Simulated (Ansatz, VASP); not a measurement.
SiGe in VASP and in Ansatz

The input POSCAR:

```
SiGe
1.0
    3.9579435800      0.0000000000      0.0000000000
   -1.9789717900      3.4276796870      0.0000000000
    0.0000000000      0.0000000000      6.2775944377
Si Ge
2 2
Direct
    0.6666666667      0.3333333333      0.8746070000
    0.3333333333      0.6666666667      0.3746070000
    0.6666666667      0.3333333333      0.5003920000
    0.3333333333      0.6666666667      0.0003920000
```

INCAR.step1

```
PREC     = Accurate       # precision mode
ENCUT    = 520            # plane-wave cutoff, eV
ISMEAR   = 0              # smearing method
SIGMA    = 0.05           # smearing width, eV
LREAL    = F              # projectors in reciprocal space
LASPH    = T              # aspherical terms in the spheres
NELM     = 100            # most SCF steps
NBANDS   = 26             # bands
GGA      = PE             # functional
ALGO     = Normal         # electronic algorithm
EDIFF    = 1E-4           # SCF threshold, eV
LWAVE    = T              # write WAVECAR
LCHARG   = F              # write CHGCAR
```

The input INCAR.step2:

```
PREC     = Accurate       # precision mode
ENCUT    = 520            # plane-wave cutoff, eV
EDIFF    = 1E-6           # SCF threshold, eV
ISMEAR   = 0              # smearing method
SIGMA    = 0.05           # smearing width, eV
LREAL    = F              # projectors in reciprocal space
LASPH    = T              # aspherical terms in the spheres
NELM     = 100            # most SCF steps
ALGO     = Normal         # electronic algorithm
ISIF     = 2              # what is computed and relaxed
LWAVE    = F              # write WAVECAR
LCHARG   = F              # write CHGCAR
METAGGA  = R2SCAN         # meta-GGA
LMIXTAU  = T            
NBANDS   = 26             # bands
ISTART   = 1
```

Contents of KPOINTS:

```
Automatic mesh
0
Gamma
  12 12 6
```

Input for Ansatz:

```yaml
crystal:
  lattice:
    - [3.95794358, 0.0, 0.0]
    - [-1.97897179, 3.427679687, 0.0]
    - [0.0, 0.0, 6.2775944377]
  atoms:
    - { symbol: Si, position: [0.6666666667, 0.3333333333, 0.874607] }
    - { symbol: Si, position: [0.3333333333, 0.6666666667, 0.374607] }
    - { symbol: Ge, position: [0.6666666667, 0.3333333333, 0.500392] }
    - { symbol: Ge, position: [0.3333333333, 0.6666666667, 0.000392] }
basis:
  ecutwfc: 500
kpoints:
  mp_grid: { grid: [12, 12, 6] }
hamiltonian:
  xc: r2scan
scf:
  occupations: { method: gaussian, width: 0.05 }
output:
  forces: true
  stress: true
  eigenvalues: true
```

Alike in both runs: task single point; functional r2SCAN; k mesh 12 × 12 × 6; occupations gaussian, width 0.05 eV; no spin polarisation.

|  | VASP | Ansatz |
| --- | --- | --- |
| version | VASP 6.6.1 | Ansatz 0.2.0 |
| potentials or method | VASP PAW PBE potentials, release 64 (Si, Ge_d), cutoff 520 eV | scalar-relativistic, plane waves, PAW |
| valence electrons in the cell | 36 | 36 |

|  | VASP | Ansatz | Ansatz less VASP |
| --- | --- | --- | --- |
| gap on the k mesh at the Fermi level (eV) | 0.31 | 0.32 | +0.008 |
| least direct gap on the mesh (eV) | 0.31 | 0.32 | +0.008 |
| pressure (GPa) | 0.2 | 0.3 | +0.06 |
| traceless stress, the component that is largest in VASP (GPa) | 6.29 | 6.29 | +0.001 |
| rms of the force components (eV/Å) | 0.250 | 0.250 | +0.0003 |

VASP's potentials were made for PBE, not for r2SCAN. Atom by atom the forces differ by 0.000 eV/Å (rms over components).
